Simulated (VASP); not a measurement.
# Si16S in VASP: a series of runs

Si16S is run at these levels: PBE; tasks: single point.

All numbers are computed with VASP 6.6.1; they aren't measurements. Logs are shortened: lines on timing, memory, paths and dates and some standing lists are left out, and cuts for length are marked.

### 1 The cell of the first run

The cell holds a slab with vacuum, 17 atoms: a = 7.702 Å, b = 6.365 Å, c = 19.753 Å, α = 90.00°, β = 90.00°, γ = 90.00°.

### 2 Single point, PBE, collinear spin

Input file INCAR:

```
PREC = Accurate
ENCUT = 520
EDIFF = 1E-6
ISMEAR = 0
SIGMA = 0.05
LREAL = Auto
LASPH = True
NELM = 150
ALGO = Normal
ISIF = 2
LWAVE = False
LCHARG = True
ISPIN = 2
MAGMOM = 0 0 0 0 0 0 0 0 0 0 0 0 0 0 0 0 2
LORBIT = 11
LDIPOL = True
IDIPOL = 3
DIPOL = 0.5 0.5 0.325
GGA = PE
LVHAR = True
LVACPOTAV = True
NBANDS = 53
KPAR = 4
```

Input file KPOINTS:

```
Automatic mesh
0
Gamma
  4 4 1
```

Input file POSCAR:

```
Si16S
1.0
    7.7021644573      0.0000000000      0.0000000000
    0.0000000000      6.3646810416      0.0000000000
    0.0000000000      0.0000000000     19.7525435450
Si S
16 1
Direct
    0.0000000000      0.9370679285      0.2025055655
    0.5000000000      0.9370679285      0.2025055655
    0.0000000000      0.5629320715      0.2025055655
    0.5000000000      0.5629320715      0.2025055655
    0.2500000000      0.4370679285      0.2587875161
    0.7500000000      0.4370679285      0.2587875161
    0.2500000000      0.0629320715      0.2587875161
    0.7500000000      0.0629320715      0.2587875161
    0.2500000000      0.9333044709      0.3720589478
    0.7500000000      0.9333044709      0.3720589478
    0.2500000000      0.5666955291      0.3720589478
    0.7500000000      0.5666955291      0.3720589478
    0.0000000000      0.4259907579      0.4177964993
    0.5000000000      0.4259907579      0.4177964993
    0.0000000000      0.0740092421      0.4177964993
    0.5000000000      0.0740092421      0.4177964993
    0.0000000000      0.9259907579      0.5123973437
```

Potentials or basis: VASP PAW PBE potentials, release 64 (Si, S).

Launch:

```bash
$ cat potpaw_PBE.64/Si/POTCAR potpaw_PBE.64/S/POTCAR > POTCAR
$ mpirun -np 4 vasp_std > vasp.out
```

OUTCAR:

```text
PREC = Accurate
   ENCUT = 520
   EDIFF = 1E-6
   ISMEAR = 0
   LREAL = Auto
   LASPH = True
   NELM = 150
   ISIF = 2
   ISPIN = 2
   LORBIT = 11
   GGA = PE

 ion  position               nearest neighbor table
   1  0.000  0.937  0.203-   7 2.36   8 2.36   3 2.38
   2  0.500  0.937  0.203-   7 2.36   8 2.36   4 2.38
   3  0.000  0.563  0.203-   5 2.36   6 2.36   1 2.38
   4  0.500  0.563  0.203-   5 2.36   6 2.36   2 2.38
   5  0.250  0.437  0.259-   3 2.36   4 2.36   7 2.38  11 2.38
   6  0.750  0.437  0.259-   3 2.36   4 2.36   8 2.38  12 2.38
   7  0.250  0.063  0.259-   1 2.36   2 2.36   5 2.38   9 2.38
   8  0.750  0.063  0.259-   1 2.36   2 2.36   6 2.38  10 2.38
   9  0.250  0.933  0.372-  15 2.31  16 2.31  11 2.33   7 2.38
  10  0.750  0.933  0.372-  15 2.31  16 2.31  12 2.33   8 2.38
  11  0.250  0.567  0.372-  13 2.31  14 2.31   9 2.33   5 2.38
  12  0.750  0.567  0.372-  13 2.31  14 2.31  10 2.33   6 2.38
  13  0.000  0.426  0.418-  15 2.24  12 2.31  11 2.31
  14  0.500  0.426  0.418-  16 2.24  12 2.31  11 2.31
  15  0.000  0.074  0.418-  17 2.09  13 2.24   9 2.31  10 2.31
  16  0.500  0.074  0.418-  14 2.24  10 2.31   9 2.31
  17  0.000  0.926  0.512-  15 2.09

  LATTYP: Found a simple orthorhombic cell.
 ALAT       =     6.3646810416
 B/A-ratio  =     1.2101414677
 C/A-ratio  =     3.1034616528

  Lattice vectors:

 A1 = (   0.0000000000,  -6.3646810416,   0.0000000000)
 A2 = (   7.7021644573,   0.0000000000,   0.0000000000)
 A3 = (   0.0000000000,   0.0000000000,  19.7525435450)

Analysis of symmetry for initial positions (statically):
=====================================================================
 Subroutine PRICEL returns:
 Original cell was already a primitive cell.

 Routine SETGRP: Setting up the symmetry group for a
 simple orthorhombic supercell.

 Subroutine GETGRP returns: Found  2 space group operations
 (whereof  2 operations were pure point group operations)
 out of a pool of  8 trial point group operations.

The static configuration has the point symmetry C_1h.

Analysis of symmetry for dynamics (positions and initial velocities):
=====================================================================
 Subroutine PRICEL returns:
 Original cell was already a primitive cell.

 Routine SETGRP: Setting up the symmetry group for a
 simple orthorhombic supercell.

 Subroutine GETGRP returns: Found  2 space group operations
 (whereof  2 operations were pure point group operations)
 out of a pool of  8 trial point group operations.

The dynamic configuration has the point symmetry C_1h.

Analysis of structural, dynamic, and magnetic symmetry:
=====================================================================
 Subroutine PRICEL returns:
 Original cell was already a primitive cell.

 Routine SETGRP: Setting up the symmetry group for a
 simple orthorhombic supercell.

 Subroutine GETGRP returns: Found  2 space group operations
 (whereof  2 operations were pure point group operations)
 out of a pool of  8 trial point group operations.

The overall configuration has the point symmetry C_1h.

 Subroutine INISYM returns: Found  2 space group operations
 (whereof  2 operations are pure point group operations),
 and found     1 'primitive' translations

----------------------------------------------------------------------------------------

                                     Primitive cell

  volume of cell :     968.3056

  direct lattice vectors                    reciprocal lattice vectors
     7.702164457  0.000000000  0.000000000     0.129833634  0.000000000  0.000000000
     0.000000000  6.364681042  0.000000000     0.000000000  0.157117064  0.000000000
     0.000000000  0.000000000 19.752543545     0.000000000  0.000000000  0.050626391

  length of vectors
     7.702164457  6.364681042 19.752543545     0.129833634  0.157117064  0.050626391

  position of ions in fractional coordinates (direct lattice)
     0.000000000  0.937067928  0.202505565
     0.500000000  0.937067928  0.202505565
     0.000000000  0.562932072  0.202505565
[... 78 lines left out ...]
   NGX,Y,Z   is equivalent  to a cutoff of  12.95, 12.54, 12.62 a.u.
   NGXF,Y,Z  is equivalent  to a cutoff of  25.90, 25.08, 25.25 a.u.
 SYSTEM =  unknown system
   PREC   = accura    normal or accurate (medium, high low for compatibility)
   ISTART =      0    job   : 0-new  1-cont  2-samecut
   ICHARG =      2    charge: 1-file 2-atom 10-const
   ISPIN  =      2    spin polarized calculation?
   LNONCOLLINEAR =      F non collinear calculations
   LSORBIT =      F    spin-orbit coupling
   LASPH  =      T    aspherical Exc in radial PAW
   ENCUT  =  520.0 eV  38.22 Ry    6.18 a.u.  14.32 11.83 36.73*2*pi/ulx,y,z
   NELM   =    150;   NELMIN=  2; NELMDL= -5     # of ELM steps
   EDIFF  = 0.1E-05   stopping-criterion for ELM
   LREAL  =      T    real-space projection
   EDIFFG = 0.1E-04   stopping-criterion for IOM
   NSW    =      0    number of steps for IOM
   IBRION =     -1    ionic relax: 0-MD 1-quasi-New 2-CG
   NFREE  =      0    steps in history (QN), initial steepest desc. (CG)
   ISIF   =      2    stress and relaxation
   ISYM   =      2    0-nonsym 1-usesym 2-fastsym
   POTIM  = 0.5000    time-step for ionic-motion
   TEBEG  =    0.0;   TEEND  =   0.0 temperature during run
   PSTRESS=    0.0 pullay stress
   NELECT =      70.0000    total number of electrons
   NUPDOWN=      -1.0000    fix difference up-down
   EMIN   =  10.00;   EMAX   =-10.00  energy-range for DOS
   EFERMI =   0.00;   METHOD = LEGACY
   ISMEAR =     0;   SIGMA  =   0.05  broadening in eV -4-tet -1-fermi 0-gaus
   EFERMI_NEDOS =   21; number of points for ismear=-14 and -15
   IALGO  =     38    algorithm
   IMIX   =      4    mixing-type and parameters
     AMIX     =   0.40;   BMIX     =  1.00
     AMIX_MAG =   1.60;   BMIX_MAG =  1.00
  volume/ion in A,a.u.               =      56.96       384.38
  Fermi-wavevector in a.u.,A,eV,Ry     =   0.681977  1.288751  6.327978  0.465093
  Thomas-Fermi vector in A             =   1.760917
   LORBIT       =     11    0 simple, 1 ext, 2 COOP (PROOUT), +10 PAW based schemes
   GGA     = PE    functional components
   LHFCALC =     F    Hartree Fock is set to
   AEXX    =    0.0000 exact exchange contribution
   IVDW    =     0    specifies the selected vdW correction
   LEPSILON=     F    determine dielectric tensor
   LRPA    =     F    only Hartree local field effects (RPA)
 spin polarized calculation
 Gauss-broadening in eV      SIGMA  =   0.05
  energy-cutoff  :      520.00
  volume of cell :      968.31
 maximum number of plane-waves:     26115
 NGX is ok and might be reduce to    60
   NGX = 29   NGY = 23   NGZ = 73

 dipolmoment           0.000000      0.000000     -0.413007 electrons x Angstroem

 number of electron      69.9999999 magnetization       0.0002462

 dipolmoment           0.000000      0.000000      0.265058 electrons x Angstroem

 Free energy of the ion-electron system (eV)
  ---------------------------------------------------
  ext. energy  EPLUGINS =         0.00000000
  ---------------------------------------------------
  free energy    TOTEN  =       -83.20679534 eV

  energy without entropy =      -83.19460414  energy(sigma->0) =      -83.20069974

 E-fermi :  -1.3951     XC(G=0):  -4.1134

 val. band max:       -1.4242453434   @ k =   0.2500   0.0000   0.0000
 cond. band min:      -1.3949730243   @ k =   0.0000   0.0000   0.0000
 fundamental gap:      0.0292723190
 Fermi energy:        -1.3951439205

 spin component 1

 k-point     1 :       0.0000    0.0000    0.0000
  band No.  band energies     occupation
      1     -13.5263      1.00000
      2     -12.6350      1.00000
      3     -11.5055      1.00000
      4     -11.2269      1.00000
      5     -10.5606      1.00000
      6     -10.1962      1.00000
[... 439 lines left out ...]
     46       2.0906      0.00000
     47       2.1615      0.00000
 Fermi energy:        -1.3951439205

 spin component 2

 k-point     1 :       0.0000    0.0000    0.0000
  band No.  band energies     occupation
      1     -13.5263      1.00000
      2     -12.6350      1.00000
      3     -11.5055      1.00000
      4     -11.2269      1.00000
      5     -10.5605      1.00000
      6     -10.1962      1.00000
[... 439 lines left out ...]
     46       2.0906      0.00000
     47       2.1615      0.00000
 [bands above 47 left out]

------------------------ aborting loop because EDIFF is reached ----------------------------------------

  FORCE on cell =-STRESS in cart. coord.  units (eV):
  Direction    XX          YY          ZZ          XY          YZ          ZX
  --------------------------------------------------------------------------------------
  -------------------------------------------------------------------------------------
  Total        3.0986253     -1.7380940     -1.1632295      0.0000000      0.1687954      0.0000000
  in kB        5.1270457     -2.8758841     -1.9247021      0.0000000      0.2792922      0.0000000
  external PRESSURE =       0.1088198 kB  Pullay stress =       0.0000000 kB

 VOLUME and BASIS-vectors are now :
 -----------------------------------------------------------------------------
  energy-cutoff  :      520.00
  volume of cell :      968.31
      direct lattice vectors                 reciprocal lattice vectors
     7.702164457  0.000000000  0.000000000     0.129833634  0.000000000  0.000000000
     0.000000000  6.364681042  0.000000000     0.000000000  0.157117064  0.000000000
     0.000000000  0.000000000 19.752543545     0.000000000  0.000000000  0.050626391

 POSITION                                       TOTAL-FORCE (eV/Angst)
 -----------------------------------------------------------------------------------
      0.00000      5.96414      4.00000         0.000000     -0.802099      0.665878
      3.85108      5.96414      4.00000         0.000000     -0.607581      0.676255
      0.00000      3.58288      4.00000         0.000000      0.814220      0.642190
      3.85108      3.58288      4.00000         0.000000      0.506562      0.288088
      1.92554      2.78180      5.11171         0.056402     -0.009786     -0.606130
      5.77662      2.78180      5.11171        -0.056402     -0.009786     -0.606130
[... 9 lines left out ...]
      3.85108      0.47105      8.25254         0.000000      0.051628     -0.102987
      0.00000      5.89364     10.12115         0.000000     -0.052798     -0.011280
 -----------------------------------------------------------------------------------
    total drift:                               -0.000000      0.000383     -0.032825

  FREE ENERGIE OF THE ION-ELECTRON SYSTEM (eV)
  ---------------------------------------------------
  free  energy   TOTEN  =       -83.2067953382 eV

  energy  without entropy=      -83.1946041394  energy(sigma->0) =      -83.20069974

 vacuum level on the upper side and lower side of the slab         4.342         3.364

 total charge

# of ion       s       p       d       tot
------------------------------------------
    1        0.793   0.834   0.000   1.627
    2        0.798   0.828   0.000   1.626
    3        0.793   0.835   0.000   1.628
    4        0.796   0.835   0.000   1.632
    5        0.763   0.887   0.000   1.650
    6        0.763   0.887   0.000   1.650
[... 9 lines left out ...]
   16        0.785   0.891   0.000   1.676
   17        1.362   2.313   0.000   3.674
--------------------------------------------------
tot         13.762  16.527   0.000  30.289

 magnetization (x)

# of ion       s       p       d       tot
------------------------------------------
    1       -0.000  -0.000   0.000  -0.000
    2       -0.000   0.000   0.000   0.000
    3        0.000   0.000   0.000   0.000
    4        0.000   0.000   0.000   0.000
    5        0.000  -0.000   0.000  -0.000
    6        0.000  -0.000   0.000  -0.000
[... 9 lines left out ...]
   16        0.000   0.000   0.000   0.000
   17        0.000   0.000   0.000   0.000
--------------------------------------------------
tot          0.000   0.000   0.000   0.000
```

Wall time 25 min (4 MPI ranks of Oxide Virtual Turin-like, shared host); peak memory 1.6 GiB.

Results:

```
Free energy                                           : -83.2068 eV
Largest force                                         : 1.788 eV/Å
Band gap on the k mesh                                : zero (filled and empty bands overlap)
Net moment                                            : 0.00 μB per cell
Valence electrons inside the program's atomic spheres : Si 1.63, 1.65, 1.66, 1.69, 1.67, 1.68, 1.70 (each value once); S 3.67
```

Forces on the atoms (eV/Å):
```
Si   0.000 -0.802  0.666
Si   0.000 -0.608  0.676
Si   0.000  0.814  0.642
Si   0.000  0.507  0.288
Si   0.056 -0.010 -0.606
Si  -0.056 -0.010 -0.606
Si   0.221 -0.008 -0.631
Si  -0.221 -0.008 -0.631
Si   0.102  0.038 -0.463
Si  -0.102  0.038 -0.463
Si  -0.108  0.084  0.038
Si   0.108  0.084  0.038
Si   0.000  1.257 -0.015
Si   0.000 -0.051 -0.019
Si   0.000 -1.325  1.201
Si   0.000  0.052 -0.103
S    0.000 -0.053 -0.011
```

### 3 Single point, PBE, collinear spin

Input file INCAR:

```
PREC = Accurate
ENCUT = 520
EDIFF = 1E-6
ISMEAR = 0
SIGMA = 0.05
LREAL = Auto
LASPH = T
NELM = 150
ALGO = Normal
ISIF = 2
LWAVE = F
LCHARG = T
ISPIN = 2
MAGMOM = 0 0 0 0 0 0 0 0 0 0 0 0 0 0 0 0 2
LORBIT = 11
LDIPOL = T
IDIPOL = 3
DIPOL = 0.5 0.5 0.324
GGA = PE
LVHAR = T
LVACPOTAV = T
NBANDS = 53
KPAR = 4
```

Input file KPOINTS:

```
regular mesh
0
Gamma
  4 4 1
```

POSCAR: that of step 2 with these lines changed.

```diff
@@ -24,2 +24,2 @@
     0.5000000000      0.0740092421      0.4177964993
-    0.0000000000      0.9259907579      0.5123973437
+    0.2500000000      1.0926574246      0.4952411480
```

Potentials or basis: VASP PAW PBE potentials, release 64 (Si, S).

Launch:

```bash
$ cat potpaw_PBE.64/Si/POTCAR potpaw_PBE.64/S/POTCAR > POTCAR
$ mpirun -np 4 vasp_std > vasp.out
```

Run time: 32 min. Hardware: 4 MPI ranks of Oxide Virtual Turin-like, shared host; peak memory 1.6 GiB.

The run converged. Its results:

| Quantity | Value |
| --- | --- |
| Free energy | -82.7941 eV |
| Largest force | 1.260 eV/Å |
| Band gap on the k mesh | zero (filled and empty bands overlap) |
| Net moment | 0.00 μB per cell |
| Valence electrons inside the program's atomic spheres | Si 1.63, 1.65, 1.66, 1.67, 1.69, 1.68 (each value once); S 3.62 |

Forces in eV/Å, atoms in the order of the input:
```
Si   0.113 -0.490  0.615
Si  -0.113 -0.490  0.615
Si  -0.088  0.568  0.618
Si   0.088  0.568  0.618
Si   0.000 -0.064 -0.585
Si   0.000 -0.071 -0.698
Si   0.000 -0.093 -0.902
Si   0.000  0.115 -0.544
Si   0.000 -0.001 -0.771
Si   0.000 -0.618  0.165
Si   0.000 -0.061 -0.045
Si   0.000  0.011  0.140
Si  -0.085  0.442 -0.081
Si   0.085  0.442 -0.081
Si   1.164  0.095  0.473
Si  -1.164  0.095  0.473
S    0.000 -0.448 -0.010
```

Levels at points of the mesh, in eV from the Fermi level:
Spin up:
| k point | band 31 | band 32 | band 33 | band 34 | band 35 | band 36 | band 37 | band 38 | band 39 | band 40 |
| --- | --- | --- | --- | --- | --- | --- | --- | --- | --- | --- |
| (0.00, 0.00, 0.00) | -0.93 | -0.73 | -0.54 | -0.28 | -0.13 | 0.21 | 0.50 | 0.60 | 1.33 | 1.72 |
| (0.50, 0.00, 0.00) | -1.34 | -1.14 | -0.72 | -0.12 | -0.04 | 0.29 | 0.80 | 1.25 | 1.41 | 1.79 |
| (0.00, 0.50, 0.00) | -1.08 | -1.03 | -0.85 | -0.73 | -0.29 | -0.24 | 0.35 | 0.85 | 1.15 | 1.61 |
| (0.50, 0.50, 0.00) | -1.10 | -0.82 | -0.49 | -0.44 | -0.19 | 0.07 | 0.35 | 0.53 | 0.96 | 1.60 |
Spin down:
```tsv
k point	band 33	band 34	band 35	band 36	band 37	band 38
(0.00, 0.00, 0.00)	-0.54	-0.28	-0.13	0.21	0.50	0.60
(0.50, 0.00, 0.00)	-0.72	-0.12	-0.04	0.29	0.80	1.25
(0.00, 0.50, 0.00)	-0.85	-0.73	-0.29	-0.24	0.35	0.85
(0.50, 0.50, 0.00)	-0.49	-0.44	-0.19	0.07	0.35	0.53
```

The gap in the log of VASP goes by the Fermi energy; the results here count the filled bands.